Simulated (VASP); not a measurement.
Here is a VASP 6.6.1 calculation.

Contents of POSCAR:

```
PtF
1.0
    3.4065260000      0.0000000000      0.0000000000
   -1.7032630000      2.9501410000      0.0000000000
    0.0000000000      0.0000000000      4.6743780000
F Pt
2 2
Direct
    0.3333000000      0.6667000000      0.2500000000
    0.6666000000      0.3333000000      0.7500000000
    0.0000000000      0.0000000000      0.0000000000
    0.0000000000      0.0000000000      0.5000000000
```

The input INCAR.step1:

```
ALGO = Normal
EDIFF = 1E-4
ENCUT = 520
GGA = PE
ISMEAR = -1
LASPH = T
LCHARG = F
LREAL = F
LWAVE = T
NBANDS = 25
NELM = 100
PREC = Accurate
SIGMA = 0.1
```

File INCAR.step2:

```
ALGO = Normal
EDIFF = 1E-6
ENCUT = 520
ISIF = 2
ISMEAR = -1
ISTART = 1
LASPH = T
LCHARG = F
LMIXTAU = T
LREAL = F
LWAVE = F
METAGGA = R2SCAN
NBANDS = 25
NELM = 100
PREC = Accurate
SIGMA = 0.1
```

KPOINTS

```
k-points
0
Gamma
  11 11 7
```

Potentials or basis: VASP PAW PBE potentials, release 64 (F, Pt).

Launch:

```sh
$ cat potpaw_PBE.64/F/POTCAR potpaw_PBE.64/Pt/POTCAR > POTCAR
$ cp INCAR.step1 INCAR
$ mpirun -np 1 vasp_std > vasp.out
$ cp INCAR.step2 INCAR
$ mpirun -np 1 vasp_std > vasp.out
```

Problem. What does it give for the band gap on the k mesh?

Solution. Zero (bands 17 and 18 overlap by 1.11 eV).

Problem. What does it give for the pressure?

Solution. 59.3 GPa.

Stress tensor (GPa, compression positive):
```
50.39  0.00  0.00
 0.00 50.38  0.00
 0.00  0.00 76.98
```

Caveat: the cell stands under pressure; the PAW data sets were made with another functional, which shifts forces and pressure a little; spin-orbit coupling is left out, which moves the levels of the heavy elements.
